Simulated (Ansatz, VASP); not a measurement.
**TiO2 in VASP and in Ansatz**

INCAR

```
AGGAC = 1.0
AGGAX = 1.0
ALDAC = 0.0
ALDAX = 1.0
ALGO = Normal
EDIFF = 1E-7
ENCUT = 520
GGA = B5
ISIF = 2
ISMEAR = -1
IVDW = 13
LASPH = T
LCHARG = F
LREAL = F
LWAVE = F
NBANDS = 60
NELM = 100
PREC = Accurate
SIGMA = 0.05
VDW_A1 = 0.44488865
VDW_A2 = 4.0933009
VDW_S6 = 1.0
VDW_S8 = 2.34076671
```

Contents of KPOINTS:

```
k-points
0
Gamma
  8 8 4
```

POSCAR

```
TiO2
1.0
    6.1122767729     -1.8708273909      0.0000000000
    6.1122767729      1.8708273909      0.0000000000
   -1.9153839319      0.0000000000      6.2864893037
Ti O
4 8
Direct
    0.9000710000      0.9000710000      0.2896020000
    0.1952860000      0.1952860000      0.2837620000
    0.0999290000      0.0999290000      0.7103980000
    0.8047140000      0.8047140000      0.7162380000
    0.3619310000      0.3619310000      0.2933970000
    0.2634885000      0.2634885000      0.6525000000
    0.8671885000      0.8671885000      0.9952910000
    0.7365115000      0.7365115000      0.3475000000
    0.9416475000      0.9416475000      0.6300210000
    0.1328115000      0.1328115000      0.0047090000
    0.6380690000      0.6380690000      0.7066030000
    0.0583525000      0.0583525000      0.3699790000
```

input.yaml

```yaml
crystal:
  lattice:
    - [6.1122767729, -1.8708273909, 0.0]
    - [6.1122767729, 1.8708273909, 0.0]
    - [-1.9153839319, 0.0, 6.2864893037]
  atoms:
    - { symbol: Ti, position: [0.900071, 0.900071, 0.289602] }
    - { symbol: Ti, position: [0.195286, 0.195286, 0.283762] }
    - { symbol: Ti, position: [0.099929, 0.099929, 0.710398] }
    - { symbol: Ti, position: [0.804714, 0.804714, 0.716238] }
    - { symbol: O, position: [0.361931, 0.361931, 0.293397] }
    - { symbol: O, position: [0.2634885, 0.2634885, 0.6525] }
    - { symbol: O, position: [0.8671885, 0.8671885, 0.995291] }
    - { symbol: O, position: [0.7365115, 0.7365115, 0.3475] }
    - { symbol: O, position: [0.9416475, 0.9416475, 0.630021] }
    - { symbol: O, position: [0.1328115, 0.1328115, 0.004709] }
    - { symbol: O, position: [0.638069, 0.638069, 0.706603] }
    - { symbol: O, position: [0.0583525, 0.0583525, 0.369979] }
hamiltonian:
  xc: blyp
  pseudopotentials: { kind: paw }
  dispersion: d4
kpoints:
  mp_grid: { grid: [8, 8, 4] }
scf:
  occupations: { method: fermi_dirac, width: 0.05 }
output:
  forces: true
  stress: true
  eigenvalues: true
```

Alike in both runs: task single point; functional BLYP; dispersion D4; k mesh 8 × 8 × 4; occupations fermi-dirac, width 0.05 eV; no spin polarisation.

|  | VASP | Ansatz |
| --- | --- | --- |
| version | VASP 6.6.1 | Ansatz 0.2.0 |
| potentials or method | VASP PAW PBE potentials, release 64 (Ti_sv, O) | Ansatz PAW |
| plane-wave cutoff (eV) | 520 | 420 |
| valence electrons in the cell | 96 | 96 |

VASP gave:

| Item | Value |
| --- | --- |
| gap on the k mesh at the Fermi level (eV) | 2.78 |
| least direct gap on the mesh (eV) | 2.96 |
| pressure (GPa) | 2.5 |
| traceless stress, the component that is largest in VASP (GPa) | -0.78 |
| rms of the force components (eV/Å) | 0.066 |

**Question.** Estimate Ansatz's values.

**Answer.** gap on the k mesh at the Fermi level (eV): 2.81; least direct gap on the mesh (eV): 2.98; pressure (GPa): 1.4; traceless stress, the component that is largest in VASP (GPa): -0.62; rms of the force components (eV/Å): 0.076.

VASP's potentials were made for PBE, not for BLYP. Atom by atom the forces differ by 0.052 eV/Å (rms over components).
